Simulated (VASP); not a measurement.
Runs of VASP 6.6.1 on Ru. The structure is that of space group P6_3/mmc (No. 194), or close to it. The cells are those of the table. 

```csv
cell,gap on the mesh (eV),pressure (GPa)
"a = 2.776, b = 2.776, c = 4.393 Å, angles 90.0, 90.0, 120.0°, 2 atoms",none,-17.0
"a = 2.706, b = 2.706, c = 4.282 Å, angles 90.0, 90.0, 120.0°, 2 atoms",none,4.4
"a = 2.753, b = 2.753, c = 4.357 Å, angles 90.0, 90.0, 120.0°, 2 atoms",none,-10.9
"a = 2.730, b = 2.730, c = 4.320 Å, angles 90.0, 90.0, 120.0°, 2 atoms",none,(b)
"a = 2.682, b = 2.682, c = 4.243 Å, angles 90.0, 90.0, 120.0°, 2 atoms",none,(a)
"a = 2.657, b = 2.657, c = 4.204 Å, angles 90.0, 90.0, 120.0°, 2 atoms",none,25.3
"a = 2.632, b = 2.632, c = 4.165 Å, angles 90.0, 90.0, 120.0°, 2 atoms",none,38.4
```

Alike in all rows: task single point; level PBE; potentials or basis VASP PAW PBE potentials, release 64 (Ru_pv); no spin polarisation; k mesh 11 × 11 × 6; cutoff (eV) 520; smearing methfessel-paxton 0.1 eV.

Estimate the missing entries.

(a) 14.1; (b) -3.9.

A k mesh can miss the band edges, and the runs leave out spin-orbit coupling on Ru.

A gap of «none» marks levels without a gap at the run's occupations.
